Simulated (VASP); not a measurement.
Set up this calculation in VASP 6.6.1, as the native input.

```yaml
Task: relaxation of cell and atoms
Functional: PBE
Potentials_or_basis: VASP PAW PBE potentials, release 64 (Zr_sv, C)
Cutoff: 600 eV
k_mesh: 18 × 18 × 10
Occupations: gaussian, width 0.1 eV
Spin: no spin polarisation
Dipole_correction: no
Further_INCAR_settings: ALGO = Normal; EDIFF = 1e-07; IBRION = 2; EDIFFG = -0.01; NSW = 100; ISIF = 3
```

The structure of Zr2C lies in POSCAR:

```
Zr2C
1.0
    3.3755395700      0.0000000000      0.0000000000
   -1.6877697800      2.9233030200      0.0000000000
    0.0000000000      0.0000000000      5.2320863300
Zr C
2 1
Direct
    0.0000000000      0.0000000000      0.7500000000
    0.0000000000      0.0000000000      0.2500000000
    0.3333333300      0.6666666700      0.0000000000
```

This cell differs from its parent crystal: atoms taken out.

The input as run:

INCAR

```
ALGO = Normal
EDIFF = 1E-7
EDIFFG = -0.01
ENCUT = 600
GGA = PE
IBRION = 2
ISIF = 3
ISMEAR = 0
LASPH = True
LCHARG = False
LREAL = False
LWAVE = False
NELM = 60
NSW = 100
PREC = Accurate
SIGMA = 0.1
```

KPOINTS

```
k-points
0
Gamma
  18 18 10
```

Potentials or basis: VASP PAW PBE potentials, release 64 (Zr_sv, C).

Launch:

```console
$ cat potpaw_PBE.64/Zr_sv/POTCAR potpaw_PBE.64/C/POTCAR > POTCAR
$ mpirun -np 1 vasp_std > vasp.out
```

Results of the run:

```
Relaxed volume                        : 17.40 Å³/atom
Relaxed cell                          : a = 3.249 Å, b = 3.249 Å, c = 5.711 Å, α = 90.00°, β = 90.00°, γ = 120.00°
Space group after relaxing (to 0.1 Å) : P-6m2 (No. 187)
Energy gained by relaxing             : 154.8 meV/atom
Ionic steps                           : 11
Pressure after relaxing               : 0.0 GPa
Largest force after relaxing          : 0.004 eV/Å
Band gap on the k mesh                : zero (bands 14 and 15 overlap by 0.23 eV)
```

Caveat: the cell differs from its parent crystal (atoms taken out).

Wall time 27 min on 1 thread of AMD EPYC 7R43 64-Core Processor (Zen 3), with other jobs on the host, peak memory 0.33 GiB.
